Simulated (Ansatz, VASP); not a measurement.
## Two plane-wave programs on AlAs

The input INCAR:

```
PREC = Accurate
ENCUT = 500
EDIFF = 1E-6
ISMEAR = 0
SIGMA = 0.1
LREAL = F
LASPH = T
NELM = 120
ALGO = Normal
ISIF = 2
LWAVE = F
LCHARG = F
GGA = PE
IVDW = 12
NBANDS = 11
GGA_COMPAT = F
```

The input KPOINTS:

```
regular mesh
0
Gamma
  6 6 6
```

File POSCAR:

```
AlAs
1.0
    0.0000000000      2.8400000000      2.8400000000
    2.8400000000      0.0000000000      2.8400000000
    2.8400000000      2.8400000000      0.0000000000
Al As
1 1
Direct
    0.0000000000      0.0000000000      0.0000000000
    0.2500000000      0.2500000000      0.2500000000
```

Input for Ansatz:

```yaml
crystal:
  lattice:
    - [0.0, 2.84, 2.84]
    - [2.84, 0.0, 2.84]
    - [2.84, 2.84, 0.0]
  atoms:
    - { symbol: Al, position: [0.0, 0.0, 0.0] }
    - { symbol: As, position: [0.25, 0.25, 0.25] }
basis:
  ecutwfc: 420
kpoints:
  mp_grid: { grid: [6, 6, 6] }
hamiltonian:
  xc: pbe
  dispersion: d3bj
  pseudopotentials: { kind: paw, azcp: { folder: soft_1 } }
scf:
  occupations: { method: gaussian, width: 0.1 }
output:
  forces: true
  stress: true
  eigenvalues: true
```

Alike in both runs: task single point; functional PBE; dispersion D3(BJ); k mesh 6 × 6 × 6; occupations gaussian, width 0.1 eV; no spin polarisation.

```csv
,VASP,Ansatz
version,VASP 6.6.1,Ansatz 0.2.0
potentials or method,"VASP PAW PBE potentials, release 64 (Al, As), cutoff 500 eV","scalar-relativistic, plane waves, PAW"
valence electrons in the cell,8,18
```

|  | VASP | Ansatz | Ansatz less VASP |
| --- | --- | --- | --- |
| gap on the k mesh at the Fermi level (eV) | 1.45 | 1.46 | +0.010 |
| least direct gap on the mesh (eV) | 1.98 | 1.98 | -0.004 |
| pressure (GPa) | -0.4 | -0.6 | -0.19 |

VASP's potentials hold 8 valence electrons a cell and Ansatz's 18, so a difference there can come from the potentials and not from the codes.
